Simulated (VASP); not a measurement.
# Cu (I4/mmm) in VASP: further runs

The runs below take Cu through single point, with PBEsol.

All numbers are computed with VASP 6.6.1; they aren't measurements. Logs are shortened: lines on timing, memory, paths and dates and some standing lists are left out, and cuts for length are marked.

## (1) The cell of the first run

The structure is tetragonal, space group I4/mmm (No. 139). Conventional cell: a = 2.476 Å, b = 2.476 Å, c = 3.852 Å, α = 90.00°, β = 90.00°, γ = 90.00°. Within 3.3 Å of Cu (site symmetry 4/mmm) lie 12 Cu at 2.48 to 2.60 Å.

## (2) Single point, PBEsol

File INCAR:

```
ALGO = Fast
EDIFF = 1E-6
ENCUT = 520
GGA = PS
ISIF = 2
ISMEAR = 0
LASPH = True
LCHARG = False
LREAL = False
LWAVE = False
NBANDS = 12
NELM = 100
PREC = Accurate
SIGMA = 0.15
```

File KPOINTS:

```
k-points
0
Gamma
  24 24 24
```

File POSCAR:

```
Cu
1.0
    0.0000000000      1.7509782209      1.9260760430
    1.7509782209      0.0000000000      1.9260760430
    1.7509782209      1.7509782209      0.0000000000
Cu
1
Direct
    0.0000000000      0.0000000000      0.0000000000
```

Potentials or basis: VASP PAW PBE potentials, release 64 (Cu).

On the command line:

```sh
$ cat potpaw_PBE.64/Cu/POTCAR > POTCAR
$ mpirun -np 1 vasp_std > vasp.out
```

OUTCAR:

```text
EDIFF = 1E-6
   ENCUT = 520
   GGA = PS
   ISIF = 2
   ISMEAR = 0
   LASPH = True
   LREAL = False
   NELM = 100
   PREC = Accurate

 ion  position               nearest neighbor table
   1  0.000  0.000  0.000-

  LATTYP: Found a body centered tetragonal cell.
 ALAT       =     2.4762571474
 C/A-ratio  =     1.5556349186

  Lattice vectors:

 A1 = (  -1.7509782209,   0.0000000000,   1.9260760430)
 A2 = (   1.7509782209,   0.0000000000,   1.9260760430)
 A3 = (   0.0000000000,   1.7509782209,  -1.9260760430)

Analysis of symmetry for initial positions (statically):
=====================================================================
 Subroutine PRICEL returns:
 Original cell was already a primitive cell.

 Routine SETGRP: Setting up the symmetry group for a
 body centered tetragonal supercell.

 Subroutine GETGRP returns: Found 16 space group operations
 (whereof 16 operations were pure point group operations)
 out of a pool of 16 trial point group operations.

The static configuration has the point symmetry D_4h.

Analysis of symmetry for dynamics (positions and initial velocities):
=====================================================================
 Subroutine PRICEL returns:
 Original cell was already a primitive cell.

 Routine SETGRP: Setting up the symmetry group for a
 body centered tetragonal supercell.

 Subroutine GETGRP returns: Found 16 space group operations
 (whereof 16 operations were pure point group operations)
 out of a pool of 16 trial point group operations.

The dynamic configuration has the point symmetry D_4h.

 Subroutine INISYM returns: Found 16 space group operations
 (whereof 16 operations are pure point group operations),
 and found     1 'primitive' translations

----------------------------------------------------------------------------------------

                                     Primitive cell

  volume of cell :      11.8104

  direct lattice vectors                    reciprocal lattice vectors
     0.000000000  1.750978221  1.926076043    -0.285554665  0.285554665  0.259595150
     1.750978221  0.000000000  1.926076043     0.285554665 -0.285554665  0.259595150
     1.750978221  1.750978221  0.000000000     0.285554665  0.285554665 -0.259595150

  length of vectors
     2.603016261  2.603016261  2.476257147     0.480075594  0.480075594  0.480075594

  position of ions in fractional coordinates (direct lattice)
     0.000000000  0.000000000  0.000000000

  ion indices of the primitive-cell ions
   primitive index   ion index
                 1           1

----------------------------------------------------------------------------------------

 KPOINTS: k-points

Automatic generation of k-mesh.
 Grid dimensions read from file:
 generate k-points for:   24   24   24

 Generating k-lattice:

  Cartesian coordinates                     Fractional coordinates (reciprocal lattice)
    -0.011898111  0.011898111  0.010816465     0.041666667  0.000000000  0.000000000
     0.011898111 -0.011898111  0.010816465     0.000000000  0.041666667  0.000000000
     0.011898111  0.011898111 -0.010816465     0.000000000  0.000000000  0.041666667

  Length of vectors
     0.020003150  0.020003150  0.020003150

  Shift w.r.t. Gamma in fractional coordinates (k-lattice)
     0.000000000  0.000000000  0.000000000

 Subroutine IBZKPT returns following result:
 ===========================================

 Found   1063 irreducible k-points:

 Following reciprocal coordinates:
            Coordinates               Weight
  0.000000  0.000000  0.000000      1.000000
  0.041667  0.000000  0.000000      8.000000
  0.083333  0.000000  0.000000      8.000000
  0.125000  0.000000  0.000000      8.000000
  0.166667  0.000000  0.000000      8.000000
  0.208333  0.000000  0.000000      8.000000
[... 16 lines left out ...]
  0.416667  0.041667  0.000000      8.000000
  0.458333  0.041667  0.000000      8.000000
 [... further k-points ...]
   k-points           NKPTS =   1063   k-points in BZ     NKDIM =   1063   number of bands    NBANDS=     12
   number of dos      NEDOS =    301   number of ions     NIONS =      1
   total plane-waves  NPLWV =   7200
   dimension x,y,z NGX =    20 NGY =   20 NGZ =   18
   dimension x,y,z NGXF=    40 NGYF=   40 NGZF=   36
   ions per type =               1
   NGX,Y,Z   is equivalent  to a cutoff of  12.77, 12.77, 12.08 a.u.
   NGXF,Y,Z  is equivalent  to a cutoff of  25.55, 25.55, 24.17 a.u.
 SYSTEM =  unknown system
   PREC   = accura    normal or accurate (medium, high low for compatibility)
   ISTART =      0    job   : 0-new  1-cont  2-samecut
   ICHARG =      2    charge: 1-file 2-atom 10-const
   ISPIN  =      1    spin polarized calculation?
   LNONCOLLINEAR =      F non collinear calculations
   LSORBIT =      F    spin-orbit coupling
   LASPH  =      T    aspherical Exc in radial PAW
   ENCUT  =  520.0 eV  38.22 Ry    6.18 a.u.   4.84  4.84  4.60*2*pi/ulx,y,z
   NELM   =    100;   NELMIN=  2; NELMDL= -5     # of ELM steps
   EDIFF  = 0.1E-05   stopping-criterion for ELM
   LREAL  =      F    real-space projection
   EDIFFG = 0.1E-04   stopping-criterion for IOM
   NSW    =      0    number of steps for IOM
   IBRION =     -1    ionic relax: 0-MD 1-quasi-New 2-CG
   NFREE  =      0    steps in history (QN), initial steepest desc. (CG)
   ISIF   =      2    stress and relaxation
   ISYM   =      2    0-nonsym 1-usesym 2-fastsym
   POTIM  = 0.5000    time-step for ionic-motion
   TEBEG  =    0.0;   TEEND  =   0.0 temperature during run
   PSTRESS=    0.0 pullay stress
   NELECT =      11.0000    total number of electrons
   NUPDOWN=      -1.0000    fix difference up-down
   EMIN   =  10.00;   EMAX   =-10.00  energy-range for DOS
   EFERMI =   0.00;   METHOD = LEGACY
   ISMEAR =     0;   SIGMA  =   0.15  broadening in eV -4-tet -1-fermi 0-gaus
   EFERMI_NEDOS =   21; number of points for ismear=-14 and -15
   IALGO  =     68    algorithm
   IMIX   =      4    mixing-type and parameters
     AMIX     =   0.40;   BMIX     =  1.00
     AMIX_MAG =   1.60;   BMIX_MAG =  1.00
  volume/ion in A,a.u.               =      11.81        79.70
  Fermi-wavevector in a.u.,A,eV,Ry     =   1.598763  3.021224 34.777078  2.556043
  Thomas-Fermi vector in A             =   2.696162
   LORBIT       =      0    0 simple, 1 ext, 2 COOP (PROOUT), +10 PAW based schemes
   GGA     = PS    functional components
   LHFCALC =     F    Hartree Fock is set to
   AEXX    =    0.0000 exact exchange contribution
   IVDW    =     0    specifies the selected vdW correction
   LEPSILON=     F    determine dielectric tensor
   LRPA    =     F    only Hartree local field effects (RPA)
 non-spin polarized calculation
 RMM-DIIS sequential band-by-band and
 Gauss-broadening in eV      SIGMA  =   0.15
  energy-cutoff  :      520.00
  volume of cell :       11.81
 maximum number of plane-waves:       338
   NGX =  9   NGY =  9   NGZ =  9

 number of electron      11.0000009 magnetization

 Free energy of the ion-electron system (eV)
  ---------------------------------------------------
  ext. energy  EPLUGINS =         0.00000000
  ---------------------------------------------------
  free energy    TOTEN  =        -4.28672308 eV

  energy without entropy =       -4.28339877  energy(sigma->0) =       -4.28506092

 E-fermi :   7.4194     XC(G=0): -12.9070

 val. band max:        7.4161951775   @ k =  -0.4583   0.1250   0.0833
 cond. band min:       7.4211833302   @ k =   0.4583   0.0000   0.2083
 fundamental gap:      0.0049881527
 Fermi energy:         7.4193636187

 k-point     1 :       0.0000    0.0000    0.0000
  band No.  band energies     occupation
      1      -1.9863      2.00000
      2       4.0540      2.00000
      3       4.5535      2.00000
      4       4.5535      2.00000
      5       4.9325      2.00000
      6       5.4258      2.00000
      7      30.1543      0.00000
      8      32.4640      0.00000
      9      32.7900      0.00000
     10      32.7900      0.00000
     11      35.1235      0.00000
     12      35.1236      0.00000

 k-point     2 :       0.0417    0.0000    0.0000
  band No.  band energies     occupation
      1      -1.9227      2.00000
      2       4.0616      2.00000
      3       4.5442      2.00000
      4       4.5650      2.00000
      5       4.9315      2.00000
      6       5.4177      2.00000
      7      29.8188      0.00000
      8      31.6774      0.00000
      9      32.3417      0.00000
     10      32.6007      0.00000
     11      35.4161      0.00000
     12      35.5256      0.00000

 k-point     3 :       0.0833    0.0000    0.0000
  band No.  band energies     occupation
      1      -1.7329      2.00000
      2       4.0801      2.00000
      3       4.5178      2.00000
      4       4.5979      2.00000
      5       4.9330      2.00000
      6       5.3952      2.00000
      7      28.3598      0.00000
      8      30.9189      0.00000
      9      31.8140      0.00000
     10      32.2040      0.00000
     11      35.6193      0.00000
     12      36.1192      0.00000
[... 286 lines left out ...]
 k-point    23 :       0.4167    0.0417    0.0000
  band No.  band energies     occupation
      1       2.0834      2.00000
      2       4.1281      2.00000
      3       4.6420      2.00000
      4       4.9953      2.00000
      5       5.6467      2.00000
      6       5.8491      2.00000
      7      13.4387      0.00000
      8      26.3680      0.00000
      9      29.8216      0.00000
     10      30.0235      0.00000
     11      31.6977      0.00000
     12      35.6927      0.00000

 k-point    24 :       0.4583    0.0417    0.0000
  band No.  band energies     occupation
      1       2.2683      2.00000
      2       4.1038      2.00000
      3       4.6085      2.00000
      4       5.4110      2.00000
      5       5.6834      2.00000
      6       6.2269      2.00000
      7      12.0997      0.00000
      8      25.9347      0.00000
      9      30.0285      0.00000
     10      30.1019      0.00000
     11      31.6127      0.00000
     12      35.0088      0.00000

 [... further k-points ...]
[... 5 lines left out ...]
  --------------------------------------------------------------------------------------
  -------------------------------------------------------------------------------------
  Total       -0.2058545     -0.2058545     -0.7590477      0.0000000      0.0000000      0.0000000
  in kB      -27.9258295    -27.9258295   -102.9709577      0.0000000      0.0000000      0.0000000
  external PRESSURE =     -52.9408722 kB  Pullay stress =       0.0000000 kB

 VOLUME and BASIS-vectors are now :
 -----------------------------------------------------------------------------
  energy-cutoff  :      520.00
  volume of cell :       11.81
      direct lattice vectors                 reciprocal lattice vectors
     0.000000000  1.750978221  1.926076043    -0.285554665  0.285554665  0.259595150
     1.750978221  0.000000000  1.926076043     0.285554665 -0.285554665  0.259595150
     1.750978221  1.750978221  0.000000000     0.285554665  0.285554665 -0.259595150

 POSITION                                       TOTAL-FORCE (eV/Angst)
 -----------------------------------------------------------------------------------
      0.00000      0.00000      0.00000         0.000000      0.000000     -0.000000
 -----------------------------------------------------------------------------------
    total drift:                                0.000000     -0.000000      0.000000

  FREE ENERGIE OF THE ION-ELECTRON SYSTEM (eV)
  ---------------------------------------------------
  free  energy   TOTEN  =        -4.2867230842 eV

  energy  without entropy=       -4.2833987657  energy(sigma->0) =       -4.28506092
```

Wall time 2.9 min (1 thread of Intel Xeon 8259CL, shared host); peak memory 0.25 GiB.

What came out:

```
Free energy : -4.2867 eV
Pressure    : -5.3 GPa
```

Caveat: the PAW data sets were made with another functional, which shifts forces and pressure a little.

## (3) Single point, PBEsol

This run uses another cell than the first one, of the same volume but with other edges.

File INCAR:

```
PREC = Accurate
ENCUT = 520
EDIFF = 1E-6
ISMEAR = 0
SIGMA = 0.15
LREAL = F
LASPH = T
NELM = 100
ALGO = Fast
ISIF = 2
LWAVE = F
LCHARG = F
GGA = PS
NBANDS = 12
```

File KPOINTS:

```
regular mesh
0
Gamma
  24 24 24
```

File POSCAR:

```
Cu
1.0
    0.0000000000      1.8322633512      1.7589728171
    1.8322633512      0.0000000000      1.7589728171
    1.8322633512      1.8322633512      0.0000000000
Cu
1
Direct
    0.0000000000      0.0000000000      0.0000000000
```

Potentials or basis: VASP PAW PBE potentials, release 64 (Cu).

On the command line:

```sh
$ cat potpaw_PBE.64/Cu/POTCAR > POTCAR
$ mpirun -np 1 vasp_std > vasp.out
```

Run time: 2.3 min. Hardware: 1 thread of Intel Xeon 8259CL, shared host; peak memory 0.25 GiB.

The run converged. Its results:

```
Free energy : -4.3006 eV
Pressure    : -5.8 GPa
```

Stress tensor (GPa, compression positive):
```
-6.49  0.00  0.00
 0.00 -6.49  0.00
 0.00  0.00 -4.40
```

Levels at points of the mesh, in eV from the Fermi level:
```tsv
k point	band 2	band 3	band 4	band 5	band 6	band 7	band 8	band 9	band 10	band 11
(0.00, 0.00, 0.00)	-3.09	-3.09	-2.90	-2.30	-2.11	22.61	25.16	25.16	25.32	27.62
(0.50, 0.00, 0.00)	-3.16	-2.96	-1.67	-1.59	-1.04	3.74	20.73	21.35	23.07	24.49
(0.50, 0.50, 0.00)	-4.45	-1.65	-1.48	-1.48	2.05	7.82	12.39	12.39	17.02	19.63
(0.50, 0.00, 0.50)	-4.42	-1.65	-1.56	-1.43	1.17	6.74	13.34	13.41	17.83	20.56
```

Caveat: the PAW data sets were made with another functional, which shifts forces and pressure a little.

## (4) Single point, PBEsol

File INCAR:

```
SYSTEM = Cu
ALGO = Fast ; EDIFF = 1E-6
ENCUT = 520 ; GGA = PS
ISIF = 2 ; ISMEAR = 0
LASPH = .True. ; LCHARG = .True.
LELF = .True. ; LREAL = .False.
LVHAR = .True. ; LWAVE = .False.
NBANDS = 12 ; NELM = 80
PREC = Accurate ; SIGMA = 0.15
```

File KPOINTS:

```
k-points
0
Gamma
  24 24 24
  0 0 0
```

File POSCAR:

```
Cu
1.0
    0.0000000000      1.7783416754      1.8672587591
    1.7783416754      0.0000000000      1.8672587591
    1.7783416754      1.7783416754      0.0000000000
Cu
1
Direct
    0.0000000000      0.0000000000      0.0000000000
```

On the command line:

```sh
$ cat potpaw_PBE.64/Cu/POTCAR > POTCAR
$ mpirun -np 1 vasp_std > vasp.out
```

It took 3.5 min on 1 thread of Intel Xeon 8259CL, shared host; peak memory 0.25 GiB.

It converged, with:

```
Free energy : -4.2990 eV
Pressure    : -5.8 GPa
```

Stress tensor (GPa, compression positive):
```
-4.65  0.00  0.00
 0.00 -4.65  0.00
 0.00  0.00 -7.98
```

Levels at points of the mesh, in eV from the Fermi level:
| k point | band 4 | band 5 | band 6 | band 7 | band 8 | band 9 |
| --- | --- | --- | --- | --- | --- | --- |
| (0.00, 0.00, 0.00) | -2.95 | -2.33 | -2.09 | 22.62 | 25.10 | 25.27 |
| (0.50, 0.00, 0.00) | -1.68 | -1.59 | -1.04 | 3.74 | 20.19 | 22.15 |
| (0.50, 0.00, 0.50) | -1.57 | -1.41 | 1.80 | 7.52 | 12.61 | 12.72 |

Caveat: the PAW data sets were made with another functional, which shifts forces and pressure a little.

## (5) Summary

| cell | gap on the mesh (eV) | pressure (GPa) |
| --- | --- | --- |
| a = 2.603, b = 2.603, c = 2.476 Å, angles 61.6, 61.6, 56.8°, 1 atom | none | -5.3 |
| a = 2.540, b = 2.540, c = 2.591 Å, angles 59.3, 59.3, 61.3°, 1 atom | none | -5.8 |
| a = 2.579, b = 2.579, c = 2.515 Å, angles 60.8, 60.8, 58.4°, 1 atom | none | -5.8 |

Alike in all rows: task single point; level PBEsol; potentials or basis VASP PAW PBE potentials, release 64 (Cu); no spin polarisation; k mesh 24 × 24 × 24; cutoff (eV) 520; smearing gaussian 0.15 eV.

Caveats: the PAW data sets were made with another functional, which shifts forces and pressure a little.

Total energies depend on the potentials used, so only differences within one code and one set of settings carry meaning.
